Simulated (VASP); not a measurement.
# Ge (P6_3/mmc) in VASP: further runs, part 2 of 2

VASP 6.6.1.

**3. Single point, BLYP (21.79 Å³/atom)**

This run uses another cell than the first one, of 21.79 Å³/atom.

The input, INCAR:

```
  AGGAC = 1.0
  AGGAX = 1.0
  ALDAC = 0.0
  ALDAX = 1.0
  ALGO = Normal
  EDIFF = 1E-7
  ENCUT = 520
  GGA = B5
  ISIF = 2
  ISMEAR = -1
  LASPH = True
  LCHARG = False
  LREAL = False
  LWAVE = False
  NBANDS = 36
  NELM = 100
  PREC = Accurate
  SIGMA = 0.1
```

The input, KPOINTS:

```
k-points
0
Gamma
  13 13 4
```

The input, POSCAR:

```
Ge
1.0
    3.1227365420      0.0000000000      0.0000000000
   -1.5613682710      2.7043691747      0.0000000000
    0.0000000000      0.0000000000     10.3202848961
Ge
4
Direct
    1.0000000000      1.0000000000      0.0000000000
    1.0000000000      1.0000000000      0.5000000000
    0.3333333333      0.6666666667      0.2500000000
    0.6666666667      0.3333333333      0.7500000000
```

Potentials or basis: VASP PAW PBE potentials, release 64 (Ge_d).

On the command line:

```console
$ cat potpaw_PBE.64/Ge_d/POTCAR > POTCAR
$ mpirun -np 1 vasp_std > vasp.out
```

OUTCAR:

```text
EDIFF = 1E-7
   ENCUT = 520
   GGA = B5
   ISIF = 2
   ISMEAR = -1
   LASPH = True
   LREAL = False
   NELM = 100
   PREC = Accurate

 ion  position               nearest neighbor table
   1  0.000  0.000  0.000-
   2  0.000  0.000  0.500-
   3  0.333  0.667  0.250-
   4  0.667  0.333  0.750-

  LATTYP: Found a hexagonal cell.
 ALAT       =     3.1227365420
 C/A-ratio  =     3.3048849166

  Lattice vectors:

 A1 = (   3.1227365420,   0.0000000000,   0.0000000000)
 A2 = (  -1.5613682710,   2.7043691747,   0.0000000000)
 A3 = (   0.0000000000,   0.0000000000,  10.3202848961)

Analysis of symmetry for initial positions (statically):
=====================================================================
 Subroutine PRICEL returns:
 Original cell was already a primitive cell.

 Routine SETGRP: Setting up the symmetry group for a
 hexagonal supercell.

 Subroutine GETGRP returns: Found 24 space group operations
 (whereof 12 operations were pure point group operations)
 out of a pool of 24 trial point group operations.

The static configuration has the point symmetry D_3d.
 The point group associated with its full space group is D_6h.

Analysis of symmetry for dynamics (positions and initial velocities):
=====================================================================
 Subroutine PRICEL returns:
 Original cell was already a primitive cell.

 Routine SETGRP: Setting up the symmetry group for a
 hexagonal supercell.

 Subroutine GETGRP returns: Found 24 space group operations
 (whereof 12 operations were pure point group operations)
 out of a pool of 24 trial point group operations.

The dynamic configuration has the point symmetry D_3d.
 The point group associated with its full space group is D_6h.
[... 116 lines left out ...]
   EMIN   =  10.00;   EMAX   =-10.00  energy-range for DOS
   EFERMI =   0.00;   METHOD = LEGACY
   ISMEAR =    -1;   SIGMA  =   0.10  broadening in eV -4-tet -1-fermi 0-gaus
   EFERMI_NEDOS =   21; number of points for ismear=-14 and -15
   IALGO  =     38    algorithm
   IMIX   =      4    mixing-type and parameters
     AMIX     =   0.40;   BMIX     =  1.00
     AMIX_MAG =   1.60;   BMIX_MAG =  1.00
  volume/ion in A,a.u.               =      21.79       147.04
  Fermi-wavevector in a.u.,A,eV,Ry     =   1.412667  2.669554 27.152173  1.995628
  Thomas-Fermi vector in A             =   2.534392
   LORBIT       =      0    0 simple, 1 ext, 2 COOP (PROOUT), +10 PAW based schemes
   GGA     = B5    functional components
   LHFCALC =     F    Hartree Fock is set to
   AEXX    =    0.0000 exact exchange contribution
   IVDW    =     0    specifies the selected vdW correction
   LEPSILON=     F    determine dielectric tensor
   LRPA    =     F    only Hartree local field effects (RPA)
 non-spin polarized calculation
  energy-cutoff  :      520.00
  volume of cell :       87.16
 maximum number of plane-waves:      2366
 NGX is ok and might be reduce to    24
   NGX = 11   NGY = 11   NGZ = 39

 number of electron      56.0000024 magnetization

 Free energy of the ion-electron system (eV)
  ---------------------------------------------------
  ext. energy  EPLUGINS =         0.00000000
  ---------------------------------------------------
  free energy    TOTEN  =       -13.36357478 eV

  energy without entropy =      -13.30187842  energy(sigma->0) =      -13.33272660

 E-fermi :   5.8675     XC(G=0):  -9.9977

 val. band max:        5.7971131031   @ k =   0.3077   0.0000   0.2500
 cond. band min:       5.8850074407   @ k =   0.2308   0.2308   0.2500
 fundamental gap:      0.0878943376
 Fermi energy:         5.8674805134

 k-point     1 :       0.0000    0.0000    0.0000
  band No.  band energies     occupation
      1     -18.9172      2.00000
      2     -18.9165      2.00000
      3     -18.9147      2.00000
      4     -18.9147      2.00000
      5     -18.9110      2.00000
      6     -18.9110      2.00000
[... 925 lines left out ...]
     35      12.1862      0.00000
     36      12.8792      0.00000

 [... further k-points ...]

------------------------ aborting loop because EDIFF is reached ----------------------------------------

  FORCE on cell =-STRESS in cart. coord.  units (eV):
  Direction    XX          YY          ZZ          XY          YZ          ZX
  --------------------------------------------------------------------------------------
  -------------------------------------------------------------------------------------
  Total       -0.1677231     -0.1677231      0.1944301     -0.0000000      0.0000000      0.0000000
  in kB       -3.0832623     -3.0832623      3.5742189     -0.0000000      0.0000000      0.0000000
  external PRESSURE =      -0.8641019 kB  Pullay stress =       0.0000000 kB

 VOLUME and BASIS-vectors are now :
 -----------------------------------------------------------------------------
  energy-cutoff  :      520.00
  volume of cell :       87.16
      direct lattice vectors                 reciprocal lattice vectors
     3.122736542  0.000000000  0.000000000     0.320231946  0.184886000  0.000000000
    -1.561368271  2.704369175  0.000000000     0.000000000  0.369772001  0.000000000
     0.000000000  0.000000000 10.320284896     0.000000000  0.000000000  0.096896550

 POSITION                                       TOTAL-FORCE (eV/Angst)
 -----------------------------------------------------------------------------------
      0.00000      0.00000      0.00000        -0.000000      0.000000      0.000000
      0.00000      0.00000      5.16014        -0.000000      0.000000      0.000000
     -0.00000      1.80291      2.58007        -0.000000      0.000000     -0.000000
      1.56137      0.90146      7.74021         0.000000      0.000000      0.000000
 -----------------------------------------------------------------------------------
    total drift:                               -0.000000      0.000000     -0.000000

  FREE ENERGIE OF THE ION-ELECTRON SYSTEM (eV)
  ---------------------------------------------------
  free  energy   TOTEN  =       -13.3635747825 eV

  energy  without entropy=      -13.3018784206  energy(sigma->0) =      -13.33272660
```

stdout:

```text
POSCAR found type information on POSCAR Ge
 POSCAR found :  1 types and       4 ions
 scaLAPACK will be used
 -----------------------------------------------------------------------------
|                                                                             |
|                                                                             |
|     You enforced a specific xc type in the INCAR file but a different       |
|     I HOPE YOU KNOW WHAT YOU ARE DOING!                                     |
|                                                                             |
 -----------------------------------------------------------------------------

 LDA part: xc-table for (Slater(with rela. corr.)+VWN5), standard interpolation
 POSCAR, INCAR and KPOINTS ok, starting setup
 FFT: planning ... GRIDC
 FFT: planning ... GRID_SOFT
 FFT: planning ... GRID
 WAVECAR not read
 entering main loop
```

Wall time 79 s (1 thread of Intel Xeon 6975P-C (Granite Rapids), shared host); peak memory 0.28 GiB.

Results:

* Free energy: -13.3636 eV
* Pressure: -0.1 GPa
* Band gap on the k mesh: zero (bands 28 and 29 overlap by 7.78 eV)

Caveat: the PAW data sets were made with another functional, which shifts forces and pressure a little.
